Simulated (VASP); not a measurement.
Set up this calculation in VASP 6.6.1, as the native input.

| Item | Value |
| --- | --- |
| Task | single point |
| Functional | PBE |
| Potentials or basis | VASP PAW PBE potentials, release 64 (In_d, As) |
| Cutoff | 520 eV |
| k mesh | 6 × 6 × 4 |
| Occupations | gaussian, width 0.1 eV |
| Spin | no spin polarisation |
| Dipole correction | no |
| Further INCAR settings | ALGO = Normal; EDIFF = 1e-06; NBANDS = 18 |

The structure of InAs2 lies in POSCAR:

```
InAs2
1.0
    4.6666596000      0.0000000000      0.0000000000
   -2.3333298000      4.0414457700      0.0000000000
    0.0000000000      0.0000000000      4.6195550400
In As
1 2
Direct
    0.0000000000      0.0000000000      0.5000000000
    0.3333333300      0.6666666700      0.5000000000
    0.6666666700      0.3333333300      0.5000000000
```

The input as run:

INCAR

```
SYSTEM = InAs2
ALGO = Normal ; EDIFF = 1E-6
ENCUT = 520 ; GGA = PE
ISIF = 2 ; ISMEAR = 0
LASPH = .True. ; LCHARG = .True.
LELF = .True. ; LREAL = .False.
LVHAR = .True. ; LWAVE = .False.
NBANDS = 18 ; NELM = 60
PREC = Accurate ; SIGMA = 0.1
```

KPOINTS

```
k-points
0
Gamma
  6 6 4
  0 0 0
```

Potentials or basis: VASP PAW PBE potentials, release 64 (In_d, As).

Launch:

```sh
$ cat potpaw_PBE.64/In_d/POTCAR potpaw_PBE.64/As/POTCAR > POTCAR
$ mpirun -np 1 vasp_std > vasp.out
```

It gave:

```yaml
Pressure: 11.1 GPa
```

Run time: 34 s on 1 thread of AMD EPYC 7R43 64-Core Processor (Zen 3) (shared host), peak memory 0.17 GiB.
